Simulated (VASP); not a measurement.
Write the native input for VASP 6.6.1 that does the following.

```yaml
Task: single point
Functional: PBE
Potentials_or_basis: VASP PAW PBE potentials, release 64 (Mg, Se)
Cutoff: 600 eV
k_mesh: 2 × 2 × 2
Occupations: gaussian, width 0.1 eV
Spin: no spin polarisation
Dipole_correction: no
Further_INCAR_settings: ALGO = Normal; EDIFF = 1e-06; NBANDS = 11
```

The structure of MgSe lies in POSCAR:

```
MgSe
1.0
    0.0000000000      2.7337235204      2.7337235204
    2.7337235204      0.0000000000      2.7337235204
    2.7337235204      2.7337235204      0.0000000000
Mg Se
1 1
Direct
    0.0000000000      0.0000000000      0.0000000000
    0.5000000000      0.5000000000      0.5000000000
```

The input as run:

INCAR

```
PREC = Accurate
ENCUT = 600
EDIFF = 1E-6
ISMEAR = 0
SIGMA = 0.1
LREAL = F
LASPH = T
NELM = 120
ALGO = Normal
ISIF = 2
LWAVE = F
LCHARG = F
GGA = PE
NBANDS = 11
GGA_COMPAT = F
```

KPOINTS

```
Automatic mesh
0
Gamma
  2 2 2
```

Potentials or basis: VASP PAW PBE potentials, release 64 (Mg, Se).

Run with:

```console
$ cat potpaw_PBE.64/Mg/POTCAR potpaw_PBE.64/Se/POTCAR > POTCAR
$ mpirun -np 1 vasp_std > vasp.out
```

It gave:

```yaml
Pressure: 7.9 GPa
Band_gap_on_the_k_mesh: 1.43 eV, indirect (least direct gap 2.39 eV)
```

Caveat: the k points lie up to 1.00 Å⁻¹ apart.

Wall time 9 s on 1 thread of Intel Xeon 8259CL, on a shared host, peak memory 0.17 GiB.
